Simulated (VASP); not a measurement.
Runs of VASP 6.6.1 on NaCl. The structure is that of space group Fm-3m (No. 225), or close to it. The cells are those of the table. 

| cell | gap on the mesh (eV) | pressure (GPa) |
| --- | --- | --- |
| a = 4.325 Å, angles 60.0°, 2 atoms | 5.07 | -4.0 |
| a = 3.684 Å, angles 60.0°, 2 atoms | (c) | (b) |
| a = 3.925, b = 3.925, c = 3.845 Å, angles 60.7, 60.7, 58.6°, 2 atoms | 6.21 | 1.5 |
| a = 3.765, b = 3.765, c = 3.684 Å, angles 60.7, 60.7, 58.6°, 2 atoms | (a) | 7.2 |

Alike in all rows: task single point; level r2SCAN; potentials or basis VASP PAW PBE potentials, release 64 (Na_pv, Cl); no spin polarisation; k mesh 8 × 8 × 8; cutoff (eV) 520; smearing gaussian 0.05 eV.

Question: Fill in the values left out.

Answer: (a) 6.85; (b) 9.8; (c) 7.10.

Caveats: the PAW data sets were made with another functional, which shifts forces and pressure a little.

A k mesh can miss the band edges.
